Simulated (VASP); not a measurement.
Set up this calculation in VASP 6.6.1, as the native input.

```yaml
Task: single point
Functional: LDA
Potentials_or_basis: VASP PAW LDA potentials, release 64 (Cs_sv)
Cutoff: 520 eV
k_mesh: 8 × 8 × 8
Occupations: methfessel-paxton, width 1 eV
Spin: no spin polarisation
Dipole_correction: no
Further_INCAR_settings: ALGO = Normal; EDIFF = 1e-07; NBANDS = 10
```

The structure of Cs lies in POSCAR:

```
Cs
1.0
   -2.8840810378      2.8840810378      2.8840810378
    2.8840810378     -2.8840810378      2.8840810378
    2.8840810378      2.8840810378     -2.8840810378
Cs
1
Direct
    0.0000000000      0.0000000000      0.0000000000
```

These files were run (other wordings do the same):

INCAR

```
  ALGO = Normal
  EDIFF = 1E-7
  ENCUT = 520
  GGA = CA
  ISIF = 2
  ISMEAR = 1
  LASPH = T
  LCHARG = T
  LELF = T
  LREAL = F
  LVHAR = T
  LWAVE = F
  NBANDS = 10
  NELM = 60
  PREC = Accurate
  SIGMA = 1.0
```

KPOINTS

```
k-points
0
Gamma
  8 8 8
```

Potentials or basis: VASP PAW LDA potentials, release 64 (Cs_sv).

Command:

```sh
$ cat potpaw_LDA.64/Cs_sv/POTCAR > POTCAR
$ mpirun -np 1 vasp_std > vasp.out
```

Results of the run:

```
Pressure : -0.1 GPa
```

It took 20 s on 1 thread of Intel(R) Xeon(R) Platinum 8488C (Sapphire Rapids), with other jobs on the host, peak memory 0.2 GiB.
